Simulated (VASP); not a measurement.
# Bi (P6_3/mmc) in VASP: a series of runs, part 2 of 2

VASP 6.6.1. The steps go on from the part before.

### 3 Electric field gradients, PBEsol (zz strain of -3 %)

The input, INCAR:

```
PREC = Accurate
ENCUT = 520
EDIFF = 1E-8
ISMEAR = -1
SIGMA = 0.03
LREAL = False
LASPH = True
NELM = 100
ALGO = Normal
ISIF = 2
LWAVE = False
LCHARG = False
GGA = PS
LEFG = True
NBANDS = 22
```

The input, KPOINTS:

```
Automatic mesh
0
Gamma
  9 9 3
```

The input, POSCAR:

```
Bi
1.0
    4.5390002997      0.0000000000      0.0000000000
   -2.2695001499      3.9308895674      0.0000000000
    0.0000000000      0.0000000000     11.4741300000
Bi
2
Direct
    0.3333333333      0.6666666667      0.2500000000
    0.6666666667      0.3333333333      0.7500000000
```

Potentials or basis: VASP PAW PBE potentials, release 64 (Bi_d).

Run with:

```
$ cat potpaw_PBE.64/Bi_d/POTCAR > POTCAR
$ mpirun -np 1 vasp_std > vasp.out
```

OUTCAR:

```text
PREC = Accurate
   ENCUT = 520
   EDIFF = 1E-8
   ISMEAR = -1
   LREAL = False
   LASPH = True
   NELM = 100
   ISIF = 2
   GGA = PS

 ion  position               nearest neighbor table
   1  0.333  0.667  0.250-
   2  0.667  0.333  0.750-

  LATTYP: Found a hexagonal cell.
 ALAT       =     4.5390002997
 C/A-ratio  =     2.5278980486

  Lattice vectors:

 A1 = (   4.5390002997,   0.0000000000,   0.0000000000)
 A2 = (  -2.2695001499,   3.9308895674,   0.0000000000)
 A3 = (   0.0000000000,   0.0000000000,  11.4741300000)

Analysis of symmetry for initial positions (statically):
=====================================================================
 Subroutine PRICEL returns:
 Original cell was already a primitive cell.

 Routine SETGRP: Setting up the symmetry group for a
 hexagonal supercell.

 Subroutine GETGRP returns: Found 24 space group operations
 (whereof 12 operations were pure point group operations)
 out of a pool of 24 trial point group operations.

The static configuration has the point symmetry D_3d.
 The point group associated with its full space group is D_6h.

Analysis of symmetry for dynamics (positions and initial velocities):
=====================================================================
 Subroutine PRICEL returns:
 Original cell was already a primitive cell.

 Routine SETGRP: Setting up the symmetry group for a
 hexagonal supercell.

 Subroutine GETGRP returns: Found 24 space group operations
 (whereof 12 operations were pure point group operations)
 out of a pool of 24 trial point group operations.

The dynamic configuration has the point symmetry D_3d.
[... 152 lines left out ...]
 Fermi energy:        -1.0440778331

 k-point     1 :       0.0000    0.0000    0.0000
  band No.  band energies     occupation
      1     -23.8243      2.00000
      2     -23.8242      2.00000
      3     -23.8188      2.00000
      4     -23.8188      2.00000
      5     -23.8188      2.00000
      6     -23.8188      2.00000
[... 589 lines left out ...]
     21       4.4831      0.00000
     22       5.0366      0.00000

------------------------ aborting loop because EDIFF is reached ----------------------------------------

  FORCE on cell =-STRESS in cart. coord.  units (eV):
  Direction    XX          YY          ZZ          XY          YZ          ZX
  --------------------------------------------------------------------------------------
  -------------------------------------------------------------------------------------
  Total       -6.7469686     -6.7469686     -0.7271404      0.0000000      0.0000000      0.0000000
  in kB      -52.8017664    -52.8017664     -5.6905999      0.0000000      0.0000000      0.0000000
  external PRESSURE =     -37.0980443 kB  Pullay stress =       0.0000000 kB

 VOLUME and BASIS-vectors are now :
 -----------------------------------------------------------------------------
  energy-cutoff  :      520.00
  volume of cell :      204.72
      direct lattice vectors                 reciprocal lattice vectors
     4.539000300  0.000000000  0.000000000     0.220312830  0.127197672  0.000000000
    -2.269500150  3.930889567  0.000000000     0.000000000  0.254395343  0.000000000
     0.000000000  0.000000000 11.474130000     0.000000000  0.000000000  0.087152577

 POSITION                                       TOTAL-FORCE (eV/Angst)
 -----------------------------------------------------------------------------------
     -0.00000      2.62059      2.86853        -0.000000      0.000000      0.000000
      2.26950      1.31030      8.60560         0.000000      0.000000      0.000000
 -----------------------------------------------------------------------------------
    total drift:                               -0.000000      0.000000      0.000000

  FREE ENERGIE OF THE ION-ELECTRON SYSTEM (eV)
  ---------------------------------------------------
  free  energy   TOTEN  =        -3.3975008640 eV

  energy  without entropy=       -3.3766993239  energy(sigma->0) =       -3.38710009

 Electric field gradients (V/A^2)
---------------------------------------------------------------------
 ion       V_xx      V_yy      V_zz      V_xy      V_xz      V_yz
---------------------------------------------------------------------
   1      61.585    61.586  -123.171     0.001     0.000    -0.000
   2      61.585    61.586  -123.171     0.001    -0.000     0.000
---------------------------------------------------------------------

 Electric field gradients after diagonalization (V/A^2)
 (convention: |V_zz| > |V_xx| > |V_yy|)
----------------------------------------------------------------------
 ion       V_xx      V_yy      V_zz     asymmetry (V_yy - V_xx)/ V_zz
----------------------------------------------------------------------
   1      61.587    61.584  -123.171       0.000
   2      61.587    61.584  -123.171       0.000
----------------------------------------------------------------------

           NMR quadrupolar parameters

 Cq : quadrupolar parameter    Cq=e*Q*V_zz/h
 eta: asymmetry parameters     (V_yy - V_xx)/ V_zz
 Q  : nuclear electric quadrupole moment in mb (millibarn)
----------------------------------------------------------------------
 ion       Cq(MHz)       eta       Q (mb)
----------------------------------------------------------------------
   1      -0.298       0.000       1.000
   2      -0.298       0.000       1.000
----------------------------------------------------------------------
```

stdout:

```text
POSCAR found type information on POSCAR Bi
 POSCAR found :  1 types and       2 ions
 scaLAPACK will be used
 -----------------------------------------------------------------------------
|                                                                             |
|                                                                             |
|     You enforced a specific xc type in the INCAR file but a different       |
|     I HOPE YOU KNOW WHAT YOU ARE DOING!                                     |
|                                                                             |
 -----------------------------------------------------------------------------

 LDA part: xc-table for (Slater+PW92), standard interpolation
 POSCAR, INCAR and KPOINTS ok, starting setup
 FFT: planning ... GRIDC
 FFT: planning ... GRID_SOFT
 FFT: planning ... GRID
 WAVECAR not read
 entering main loop
ion   1

ion   2
```

Wall time 97 s (1 thread of Intel Xeon Platinum 8259CL at 2.50GHz (Skylake/Cascade Lake), shared host); peak memory 0.36 GiB.

What came out:

| Quantity | Value |
| --- | --- |
| Free energy | -3.3975 eV |
| Pressure | -3.7 GPa |
| Band gap on the k mesh | zero (bands 15 and 16 overlap by 2.13 eV) |
| Largest electric field gradient by atom | Bi -123.2 V/Å² |

Electric field gradients, principal values (V/Å²):
| atom | least | middle | greatest (by size) |
| --- | --- | --- | --- |
| 1 Bi | 61.584 | 61.587 | -123.171 |
| 2 Bi | 61.584 | 61.587 | -123.171 |

Caveat: the cell differs from its parent crystal (zz strain of -3 %); the cell stands under tension; without QUAD_EFG the Cq values of the log hold for a quadrupole moment of 1 mb, not for the nuclei; the PAW data sets were made with another functional, which shifts forces and pressure a little; spin-orbit coupling is left out, which moves the levels of the heavy elements.
